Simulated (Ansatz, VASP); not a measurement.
# Pb: VASP beside Ansatz

```
CELL_PARAMETERS angstrom
-0.06878 3.40461 3.40461
3.40461 -0.06878 3.40461
3.40461 3.40461 -0.06878
ATOMIC_POSITIONS crystal
Pb 0.00000 0.00000 0.00000
Pb 0.25000 0.25000 0.25000
```

Change from the starting cell: equal xy, yz and zx shear strains of -2 %.

Alike in both runs: task single point; functional LDA; k mesh 8 × 8 × 8; occupations fermi-dirac, width 0.05 eV; no spin polarisation.

|  | VASP | Ansatz |
| --- | --- | --- |
| version | VASP 6.6.1 | Ansatz 0.2.0 |
| potentials or method | VASP PAW LDA potentials, release 64 (Pb_d), cutoff 520 eV | all-electron LAPW, scalar-relativistic |

```tsv
	VASP	Ansatz	Ansatz less VASP
pressure (GPa)	-0.7	-0.7	-0.02
traceless stress, the component that is largest in VASP (GPa)	0.72	0.71	-0.009
rms of the force components (eV/Å)	0.140	0.138	-0.0016
```

LDA's correlation is that of Perdew and Zunger in VASP and of Perdew and Wang (1992) in Ansatz. Atom by atom the forces differ by 0.002 eV/Å (rms over components). Ansatz ran all-electron here, and VASP with PAW potentials.

Neither program's run includes spin-orbit coupling.
